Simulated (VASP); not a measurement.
Input of a VASP 6.6.1 run:

INCAR

```
SYSTEM = Os4C
PREC = Accurate ; ENCUT = 600
EDIFF = 1E-6 ; ISMEAR = 0
SIGMA = 0.1 ; LREAL = .FALSE.
LASPH = .TRUE. ; NELM = 60
ALGO = Normal ; ISIF = 3
LWAVE = .FALSE. ; LCHARG = .FALSE.
GGA = PE ; IBRION = 2
NSW = 90 ; EDIFFG = -0.04
```

The input KPOINTS:

```
regular mesh
0
G
  4 4 4
  0 0 0
```

The input POSCAR:

```
Os4C
1.0
    4.4622872000      0.0000000000      0.0000000000
    0.0000000000      4.4622872000      0.0000000000
    0.0000000000      0.0000000000      4.4622872000
Os C
4 1
Direct
    0.5000000000      0.0000000000      0.0000000000
    0.0000000000      0.5000000000      0.0000000000
    0.0000000000      0.0000000000      0.5000000000
    0.5000000000      0.5000000000      0.5000000000
    0.0000000000      0.0000000000      0.0000000000
```

Potentials or basis: VASP PAW PBE potentials, release 64 (Os, C).

The run is started by

```console
$ cat potpaw_PBE.64/Os/POTCAR potpaw_PBE.64/C/POTCAR > POTCAR
$ mpirun -np 1 vasp_std > vasp.out
```

(1) What does it give for the band gap on the k mesh?

(2) What does it give for the relaxed cell?

## Answers

(1) zero (band 18 reaches 10.28 eV, above the bottom of band 19 at 8.11 eV).

(2) a = 4.038 Å, b = 4.038 Å, c = 4.038 Å, α = 90.00°, β = 90.00°, γ = 90.00°.

Caveat: spin-orbit coupling is left out, which moves the levels of the heavy elements.
